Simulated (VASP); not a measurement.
# GaN (F-43m) in VASP: notebook

Runs on GaN. Level: PBEsol. Tasks: single point, relaxation of cell and atoms.

Program: VASP 6.6.1. These are calculated values, not measurements. Logs are shortened: lines on timing, memory, paths and dates and some standing lists are left out, and cuts for length are marked.

## Step 1: The cell of the first run

It takes space group F-43m (No. 216, cubic). The conventional cell has a = 4.427 Å, b = 4.427 Å, c = 4.427 Å, α = 90.00°, β = 90.00°, γ = 90.00°. Within 2.5 Å of Ga (site symmetry -43m) lie 4 N at 1.92 Å. N (site symmetry -43m) has 4 Ga at 1.92 Å within 2.5 Å.

## Step 2: Single point, PBEsol

Input file INCAR:

```
ALGO     = Normal         # electronic algorithm
EDIFF    = 1E-6           # SCF threshold, eV
ENCUT    = 520            # plane-wave cutoff, eV
GGA      = PS             # functional
ISIF     = 2              # what is computed and relaxed
ISMEAR   = -1             # smearing method
LASPH    = True           # aspherical terms in the spheres
LCHARG   = False          # write CHGCAR
LREAL    = False          # projectors in reciprocal space
LWAVE    = False          # write WAVECAR
NBANDS   = 16             # bands
NELM     = 80             # most SCF steps
PREC     = Accurate       # precision mode
SIGMA    = 0.05           # smearing width, eV
```

Input file KPOINTS:

```
k-points
0
Gamma
  10 10 10
```

Input file POSCAR:

```
GaN
1.0
    0.0000000000      2.2134258124      2.2134258124
    2.2134258124      0.0000000000      2.2134258124
    2.2134258124      2.2134258124      0.0000000000
Ga N
1 1
Direct
    0.0000000000      0.0000000000      0.0000000000
    0.2500000000      0.2500000000      0.2500000000
```

Potentials or basis: VASP PAW PBE potentials, release 64 (Ga_d, N).

The run is started by

```bash
$ cat potpaw_PBE.64/Ga_d/POTCAR potpaw_PBE.64/N/POTCAR > POTCAR
$ mpirun -np 1 vasp_std > vasp.out
```

OUTCAR:

```text
EDIFF = 1E-6
   ENCUT = 520
   GGA = PS
   ISIF = 2
   ISMEAR = -1
   LASPH = True
   LREAL = False
   NELM = 80
   PREC = Accurate

 ion  position               nearest neighbor table
   1  0.000  0.000  0.000-   2 1.92   2 1.92   2 1.92   2 1.92
   2  0.250  0.250  0.250-   1 1.92   1 1.92   1 1.92   1 1.92

  LATTYP: Found a face centered cubic cell.
 ALAT       =     4.4268516248

  Lattice vectors:

 A1 = (   0.0000000000,   2.2134258124,   2.2134258124)
 A2 = (   2.2134258124,   0.0000000000,   2.2134258124)
 A3 = (   2.2134258124,   2.2134258124,   0.0000000000)

Analysis of symmetry for initial positions (statically):
=====================================================================
 Subroutine PRICEL returns:
 Original cell was already a primitive cell.

 Routine SETGRP: Setting up the symmetry group for a
 face centered cubic supercell.

 Subroutine GETGRP returns: Found 24 space group operations
 (whereof 24 operations were pure point group operations)
 out of a pool of 48 trial point group operations.

The static configuration has the point symmetry T_d .

Analysis of symmetry for dynamics (positions and initial velocities):
=====================================================================
 Subroutine PRICEL returns:
 Original cell was already a primitive cell.

 Routine SETGRP: Setting up the symmetry group for a
 face centered cubic supercell.

 Subroutine GETGRP returns: Found 24 space group operations
 (whereof 24 operations were pure point group operations)
 out of a pool of 48 trial point group operations.

The dynamic configuration has the point symmetry T_d .

 Subroutine INISYM returns: Found 24 space group operations
 (whereof 24 operations are pure point group operations),
 and found     1 'primitive' translations

----------------------------------------------------------------------------------------

                                     Primitive cell

  volume of cell :      21.6883

  direct lattice vectors                    reciprocal lattice vectors
     0.000000000  2.213425812  2.213425812    -0.225894176  0.225894176  0.225894176
     2.213425812  0.000000000  2.213425812     0.225894176 -0.225894176  0.225894176
     2.213425812  2.213425812  0.000000000     0.225894176  0.225894176 -0.225894176

  length of vectors
     3.130256803  3.130256803  3.130256803     0.391260190  0.391260190  0.391260190

  position of ions in fractional coordinates (direct lattice)
     0.000000000  0.000000000  0.000000000
     0.250000000  0.250000000  0.250000000

  ion indices of the primitive-cell ions
   primitive index   ion index
                 1           1
                 2           2

----------------------------------------------------------------------------------------

 KPOINTS: k-points

Automatic generation of k-mesh.
 Grid dimensions read from file:
 generate k-points for:   10   10   10

 Generating k-lattice:

  Cartesian coordinates                     Fractional coordinates (reciprocal lattice)
    -0.022589418  0.022589418  0.022589418     0.100000000  0.000000000  0.000000000
     0.022589418 -0.022589418  0.022589418     0.000000000  0.100000000  0.000000000
     0.022589418  0.022589418 -0.022589418     0.000000000  0.000000000  0.100000000

  Length of vectors
     0.039126019  0.039126019  0.039126019

  Shift w.r.t. Gamma in fractional coordinates (k-lattice)
     0.000000000  0.000000000  0.000000000

 Subroutine IBZKPT returns following result:
 ===========================================

 Found     47 irreducible k-points:

 Following reciprocal coordinates:
            Coordinates               Weight
  0.000000  0.000000  0.000000      1.000000
  0.100000  0.000000  0.000000      8.000000
  0.200000  0.000000  0.000000      8.000000
  0.300000  0.000000  0.000000      8.000000
  0.400000  0.000000  0.000000      8.000000
  0.500000  0.000000  0.000000      4.000000
[... 16 lines left out ...]
  0.300000  0.300000  0.000000      6.000000
  0.400000  0.300000  0.000000     24.000000
 [... further k-points ...]
   k-points           NKPTS =     47   k-points in BZ     NKDIM =     47   number of bands    NBANDS=     16
   number of dos      NEDOS =    301   number of ions     NIONS =      2
   total plane-waves  NPLWV =  13824
   dimension x,y,z NGX =    24 NGY =   24 NGZ =   24
   dimension x,y,z NGXF=    48 NGYF=   48 NGZF=   48
   ions per type =               1   1
   NGX,Y,Z   is equivalent  to a cutoff of  12.75, 12.75, 12.75 a.u.
   NGXF,Y,Z  is equivalent  to a cutoff of  25.49, 25.49, 25.49 a.u.
 SYSTEM =  unknown system
   PREC   = accura    normal or accurate (medium, high low for compatibility)
   ISTART =      0    job   : 0-new  1-cont  2-samecut
   ICHARG =      2    charge: 1-file 2-atom 10-const
   ISPIN  =      1    spin polarized calculation?
   LNONCOLLINEAR =      F non collinear calculations
   LSORBIT =      F    spin-orbit coupling
   LASPH  =      T    aspherical Exc in radial PAW
   ENCUT  =  520.0 eV  38.22 Ry    6.18 a.u.   5.82  5.82  5.82*2*pi/ulx,y,z
   NELM   =     80;   NELMIN=  2; NELMDL= -5     # of ELM steps
   EDIFF  = 0.1E-05   stopping-criterion for ELM
   LREAL  =      F    real-space projection
   EDIFFG = 0.1E-04   stopping-criterion for IOM
   NSW    =      0    number of steps for IOM
   IBRION =     -1    ionic relax: 0-MD 1-quasi-New 2-CG
   NFREE  =      0    steps in history (QN), initial steepest desc. (CG)
   ISIF   =      2    stress and relaxation
   ISYM   =      2    0-nonsym 1-usesym 2-fastsym
   POTIM  = 0.5000    time-step for ionic-motion
   TEBEG  =    0.0;   TEEND  =   0.0 temperature during run
   PSTRESS=    0.0 pullay stress
   NELECT =      18.0000    total number of electrons
   NUPDOWN=      -1.0000    fix difference up-down
   EMIN   =  10.00;   EMAX   =-10.00  energy-range for DOS
   EFERMI =   0.00;   METHOD = LEGACY
   ISMEAR =    -1;   SIGMA  =   0.05  broadening in eV -4-tet -1-fermi 0-gaus
   EFERMI_NEDOS =   21; number of points for ismear=-14 and -15
   IALGO  =     38    algorithm
   IMIX   =      4    mixing-type and parameters
     AMIX     =   0.40;   BMIX     =  1.00
     AMIX_MAG =   1.60;   BMIX_MAG =  1.00
  volume/ion in A,a.u.               =      10.84        73.18
  Fermi-wavevector in a.u.,A,eV,Ry     =   1.538476  2.907298 32.203740  2.366908
  Thomas-Fermi vector in A             =   2.644839
   LORBIT       =      0    0 simple, 1 ext, 2 COOP (PROOUT), +10 PAW based schemes
   GGA     = PS    functional components
   LHFCALC =     F    Hartree Fock is set to
   AEXX    =    0.0000 exact exchange contribution
   IVDW    =     0    specifies the selected vdW correction
   LEPSILON=     F    determine dielectric tensor
   LRPA    =     F    only Hartree local field effects (RPA)
 non-spin polarized calculation
  energy-cutoff  :      520.00
  volume of cell :       21.69
 maximum number of plane-waves:       596
   NGX = 11   NGY = 11   NGZ = 11

 number of electron      18.0000011 magnetization

 Free energy of the ion-electron system (eV)
  ---------------------------------------------------
  ext. energy  EPLUGINS =         0.00000000
  ---------------------------------------------------
  free energy    TOTEN  =       -13.09160013 eV

  energy without entropy =      -13.09160013  energy(sigma->0) =      -13.09160013

 E-fermi :   6.7228     XC(G=0): -12.1939

 val. band max:        5.7548892520   @ k =   0.0000   0.0000   0.0000
 cond. band min:       7.7821314151   @ k =   0.0000   0.0000   0.0000
 fundamental gap:      2.0272421631
 Fermi energy:         6.7228495218

 k-point     1 :       0.0000    0.0000    0.0000
  band No.  band energies     occupation
      1     -10.6576      2.00000
      2      -7.7108      2.00000
      3      -7.7108      2.00000
      4      -7.7108      2.00000
      5      -7.3265      2.00000
      6      -7.3265      2.00000
[... 8 lines left out ...]
     15      24.8560      0.00000
     16      24.8560      0.00000

 k-point     2 :       0.1000    0.0000    0.0000
  band No.  band energies     occupation
      1     -10.5327      2.00000
      2      -7.6947      2.00000
      3      -7.6947      2.00000
      4      -7.6771      2.00000
      5      -7.3282      2.00000
      6      -7.3282      2.00000
[... 8 lines left out ...]
     15      23.5436      0.00000
     16      23.5473      0.00000

 k-point     3 :       0.2000    0.0000    0.0000
  band No.  band energies     occupation
      1     -10.2094      2.00000
      2      -7.6573      2.00000
      3      -7.6573      2.00000
      4      -7.5284      2.00000
      5      -7.3272      2.00000
      6      -7.3272      2.00000
[... 8 lines left out ...]
     15      22.7629      0.00000
     16      22.7630      0.00000

 k-point     4 :       0.3000    0.0000    0.0000
  band No.  band energies     occupation
      1      -9.8445      2.00000
      2      -7.6239      2.00000
      3      -7.6239      2.00000
      4      -7.3114      2.00000
      5      -7.3114      2.00000
      6      -7.1401      2.00000
[... 8 lines left out ...]
     15      23.3180      0.00000
     16      23.3180      0.00000

 k-point     5 :       0.4000    0.0000    0.0000
  band No.  band energies     occupation
      1      -9.6093      2.00000
      2      -7.6095      2.00000
      3      -7.6095      2.00000
      4      -7.2849      2.00000
      5      -7.2849      2.00000
      6      -6.4904      2.00000
[... 8 lines left out ...]
     15      24.8432      0.00000
     16      24.8432      0.00000

 k-point     6 :       0.5000    0.0000    0.0000
  band No.  band energies     occupation
      1      -9.5379      2.00000
      2      -7.6069      2.00000
      3      -7.6069      2.00000
      4      -7.2715      2.00000
      5      -7.2715      2.00000
      6      -6.0730      2.00000
[... 8 lines left out ...]
     15      25.9461      0.00000
     16      25.9461      0.00000

 k-point     7 :       0.1000    0.1000    0.0000
  band No.  band energies     occupation
      1     -10.4913      2.00000
      2      -7.6841      2.00000
      3      -7.6804      2.00000
      4      -7.6804      2.00000
      5      -7.3393      2.00000
      6      -7.3179      2.00000
[... 8 lines left out ...]
     15      25.3601      0.00000
     16      25.5918      0.00000

 k-point     8 :       0.2000    0.1000    0.0000
  band No.  band energies     occupation
      1     -10.2351      2.00000
      2      -7.6597      2.00000
      3      -7.6417      2.00000
      4      -7.5788      2.00000
      5      -7.3413      2.00000
      6      -7.3094      2.00000
[... 8 lines left out ...]
     15      24.6806      0.00000
     16      24.7952      0.00000

 k-point     9 :       0.3000    0.1000    0.0000
  band No.  band energies     occupation
      1      -9.8869      2.00000
      2      -7.6279      2.00000
      3      -7.6034      2.00000
      4      -7.4026      2.00000
      5      -7.2948      2.00000
      6      -7.1985      2.00000
[... 8 lines left out ...]
     15      23.8169      0.00000
     16      24.8032      0.00000
[... 172 lines left out ...]
 k-point    19 :       0.5000    0.2000    0.0000
  band No.  band energies     occupation
      1      -9.4442      2.00000
      2      -7.5917      2.00000
      3      -7.5149      2.00000
      4      -7.3822      2.00000
      5      -7.2668      2.00000
      6      -5.9777      2.00000
[... 8 lines left out ...]
     15      26.4454      0.00000
     16      26.9333      0.00000

 k-point    20 :      -0.4000    0.2000    0.0000
  band No.  band energies     occupation
      1      -9.4334      2.00000
      2      -7.5966      2.00000
      3      -7.5221      2.00000
      4      -7.3447      2.00000
      5      -7.2957      2.00000
      6      -5.8282      2.00000
[... 8 lines left out ...]
     15      24.8193      0.00000
     16      26.4905      0.00000

 k-point    21 :      -0.3000    0.2000    0.0000
  band No.  band energies     occupation
      1      -9.5244      2.00000
      2      -7.5976      2.00000
      3      -7.5436      2.00000
      4      -7.3384      2.00000
      5      -7.3357      2.00000
      6      -6.3543      2.00000
[... 8 lines left out ...]
     15      23.5340      0.00000
     16      26.8749      0.00000

 k-point    22 :      -0.2000    0.2000    0.0000
  band No.  band energies     occupation
      1      -9.7317      2.00000
      2      -7.6062      2.00000
      3      -7.5872      2.00000
      4      -7.3585      2.00000
      5      -7.3542      2.00000
      6      -6.9419      2.00000
[... 8 lines left out ...]
     15      23.5490      0.00000
     16      26.8221      0.00000

 k-point    23 :       0.3000    0.3000    0.0000
  band No.  band energies     occupation
      1      -9.6224      2.00000
      2      -7.5580      2.00000
      3      -7.4855      2.00000
      4      -7.4855      2.00000
      5      -7.2673      2.00000
      6      -6.9455      2.00000
[... 8 lines left out ...]
     15      28.2391      0.00000
     16      29.0052      0.00000

 k-point    24 :       0.4000    0.3000    0.0000
  band No.  band energies     occupation
      1      -9.4632      2.00000
      2      -7.5731      2.00000
      3      -7.4454      2.00000
      4      -7.4437      2.00000
      5      -7.2554      2.00000
      6      -6.4762      2.00000
[... 8 lines left out ...]
     15      28.6785      0.00000
     16      28.8360      0.00000

 [... further k-points ...]
[... 5 lines left out ...]
  --------------------------------------------------------------------------------------
  -------------------------------------------------------------------------------------
  Total        1.3201717      1.3201717      1.3201717      0.0000000      0.0000000      0.0000000
  in kB       97.5250305     97.5250305     97.5250305      0.0000000      0.0000000      0.0000000
  external PRESSURE =      97.5250305 kB  Pullay stress =       0.0000000 kB

 VOLUME and BASIS-vectors are now :
 -----------------------------------------------------------------------------
  energy-cutoff  :      520.00
  volume of cell :       21.69
      direct lattice vectors                 reciprocal lattice vectors
     0.000000000  2.213425812  2.213425812    -0.225894176  0.225894176  0.225894176
     2.213425812  0.000000000  2.213425812     0.225894176 -0.225894176  0.225894176
     2.213425812  2.213425812  0.000000000     0.225894176  0.225894176 -0.225894176

 POSITION                                       TOTAL-FORCE (eV/Angst)
 -----------------------------------------------------------------------------------
      0.00000      0.00000      0.00000         0.000000     -0.000000      0.000000
      1.10671      1.10671      1.10671        -0.000000      0.000000     -0.000000
 -----------------------------------------------------------------------------------
    total drift:                                0.000001      0.000001      0.000001

  FREE ENERGIE OF THE ION-ELECTRON SYSTEM (eV)
  ---------------------------------------------------
  free  energy   TOTEN  =       -13.0916001324 eV

  energy  without entropy=      -13.0916001323  energy(sigma->0) =      -13.09160013
```

Run time: 14 s. Hardware: 1 thread of Intel Xeon 8259CL, shared host; peak memory 0.14 GiB.

What came out:

- Free energy: -13.0916 eV
- Pressure: 9.8 GPa
- Band gap on the k mesh: 2.03 eV, direct

Caveat: the PAW data sets were made with another functional, which shifts forces and pressure a little.

## Step 3: Single point, PBEsol

This run uses another cell than the first one, of 11.37 Å³/atom, 1.049 times its volume.

Input file INCAR:

```
ALGO = Normal
EDIFF = 1E-6
ENCUT = 520
GGA = PS
ISIF = 2
ISMEAR = -1
LASPH = T
LCHARG = F
LREAL = F
LWAVE = F
NBANDS = 16
NELM = 80
PREC = Accurate
SIGMA = 0.05
```

KPOINTS is that of step 2.

Input file POSCAR:

```
GaN
1.0
    0.0000000000      2.2489705944      2.2489705944
    2.2489705944      0.0000000000      2.2489705944
    2.2489705944      2.2489705944      0.0000000000
Ga N
1 1
Direct
    0.0000000000      0.0000000000      0.0000000000
    0.2500000000      0.2500000000      0.2500000000
```

Potentials or basis: VASP PAW PBE potentials, release 64 (Ga_d, N).

The run is started by

```bash
$ cat potpaw_PBE.64/Ga_d/POTCAR potpaw_PBE.64/N/POTCAR > POTCAR
$ mpirun -np 1 vasp_std > vasp.out
```

Run time: 17 s. Hardware: 1 thread of Intel Xeon 8259CL, shared host; peak memory 0.15 GiB.

It converged, with:

* Free energy: -13.1225 eV
* Pressure: -0.2 GPa
* Band gap on the k mesh: 1.72 eV, direct

Levels at points of the mesh, in eV from the valence-band top:
| k point | band 7 | band 8 | band 9 | band 10 | band 11 | band 12 |
| --- | --- | --- | --- | --- | --- | --- |
| (0.00, 0.00, 0.00) | 0.00 | 0.00 | 0.00 | 1.72 | 10.24 | 10.24 |
| (0.50, 0.00, 0.00) | -7.15 | -0.99 | -0.99 | 4.60 | 8.66 | 10.30 |
| (0.50, 0.50, 0.00) | -6.20 | -2.76 | -2.76 | 3.23 | 6.60 | 11.62 |

Caveat: the PAW data sets were made with another functional, which shifts forces and pressure a little.

[end of part 1 of 2]
